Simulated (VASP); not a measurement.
Set up this calculation in VASP 6.6.1, as the native input.

```yaml
Task: single point
Functional: PBEsol
Potentials_or_basis: VASP PAW PBE potentials, release 64 (Ru_pv)
Cutoff: 520 eV
k_mesh: 16 × 16 × 16
Occupations: fermi-dirac, width 0.1 eV
Spin: no spin polarisation
Dipole_correction: no
Further_INCAR_settings: ALGO = Normal; EDIFF = 1e-06; NBANDS = 13
```

The structure of Ru lies in POSCAR:

```
Ru
1.0
    0.0000000000      1.9098111535      1.9098111535
    1.9098111535      0.0000000000      1.9098111535
    1.9098111535      1.9098111535      0.0000000000
Ru
1
Direct
    0.0000000000      0.0000000000      0.0000000000
```

This cell differs from its parent crystal: volume scaled by 1.04.

These files were run (other wordings do the same):

INCAR

```
  PREC = Accurate
  ENCUT = 520
  EDIFF = 1E-6
  ISMEAR = -1
  SIGMA = 0.1
  LREAL = False
  LASPH = True
  NELM = 60
  ALGO = Normal
  ISIF = 2
  LWAVE = False
  LCHARG = False
  GGA = PS
  NBANDS = 13
```

KPOINTS

```
Automatic mesh
0
Gamma
  16 16 16
```

Potentials or basis: VASP PAW PBE potentials, release 64 (Ru_pv).

Run with:

```bash
$ cat potpaw_PBE.64/Ru_pv/POTCAR > POTCAR
$ mpirun -np 1 vasp_std > vasp.out
```

It gave:

```
Pressure               : -12.3 GPa
Band gap on the k mesh : zero (band 7 reaches 14.33 eV, above the bottom of band 8 at 10.86 eV)
```

Caveat: the PAW data sets were made with another functional, which shifts forces and pressure a little.

Run time: 11 s on 1 thread of Intel(R) Xeon(R) 6975P-C (Granite Rapids) (shared host), peak memory 0.14 GiB.
